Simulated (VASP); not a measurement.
RbBr:

```
CELL_PARAMETERS angstrom
2.71270 1.56618 4.46325
-2.71270 1.56618 4.46325
0.00000 -3.13236 4.46325
ATOMIC_POSITIONS crystal
Rb 0.00000 0.00000 0.00000
Br 0.24876 0.24876 0.24876
```

```yaml
Program: VASP 6.6.1
Task: relaxation of cell and atoms
Functional: PBE
Potentials_or_basis: VASP PAW PBE potentials, release 64 (Rb_sv, Br)
Cutoff: 600 eV
k_mesh: 6 × 6 × 6
Occupations: gaussian, width 0.02 eV
Spin: no spin polarisation
```

At the start: pressure 0.4 GPa; volume 56.89 Å³/atom.

Task: Where does the relaxation end?

Result: Over 4 steps the energy falls by 2.6 meV/atom and the volume is 59.29 Å³/atom (+4.2 %); space group F-43m (No. 216, to 0.05 Å).

The path:
```csv
step,energy change (eV),largest force (eV/Å),pressure (GPa),volume (Å³)
1,0.0000,0.0012,0.36,113.77
2,-0.0036,0.0023,0.19,115.88
3,-0.0047,0.0040,-0.10,119.99
4,-0.0051,0.0034,-0.01,118.58
```

Final structure:
```
Rb Br
1.0
     2.75099    1.58828    4.52316
    -2.75099    1.58828    4.52316
     0.00000   -3.17657    4.52316
Rb Br
1 1
Cartesian
  0.0000 0.0000 13.5693
  0.0000 0.0000 3.3756
```
